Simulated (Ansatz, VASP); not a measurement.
# One calculation of PtSe2, two programs

```
Pt Se
1.0
     3.72400    0.00000    0.00000
    -1.86200    3.22508    0.00000
     0.00000    0.00000    5.06200
Pt Se
1 2
Cartesian
  0.0000 0.0000 0.0000
  1.8620 1.0750 3.7965
  0.0000 2.1501 1.2655
```

Alike in both runs: functional LDA; k mesh 6 × 6 × 4; occupations fermi-dirac, width 0.05 eV; non-collinear spin, spin-orbit coupling.

|  | VASP | Ansatz |
| --- | --- | --- |
| version | VASP 6.6.1 | Ansatz 0.2.0 |
| potentials or method | VASP PAW LDA potentials, release 64 (Pt, Se) | Ansatz PAW |
| plane-wave cutoff (eV) | 520 | 420 |
| valence electrons in the cell | 22 | 50 |
| task | single point | band structure |

|  | VASP | Ansatz | Ansatz less VASP |
| --- | --- | --- | --- |
| pressure (GPa) | 0.1 | -0.4 | -0.50 |
| traceless stress, the component that is largest in VASP (GPa) | -0.74 | -0.58 | +0.156 |
| rms of the force components (eV/Å) | 0.127 | 0.094 | -0.0332 |
| net moment per atom (μB) | 0.00 | 0.00 | 0.000 |

LDA's correlation is that of Perdew and Zunger in VASP and of Perdew and Wang (1992) in Ansatz. Atom by atom the forces differ by 0.033 eV/Å (rms over components). VASP's potentials hold 22 valence electrons a cell and Ansatz's 50, so a difference there can come from the potentials and not from the codes.
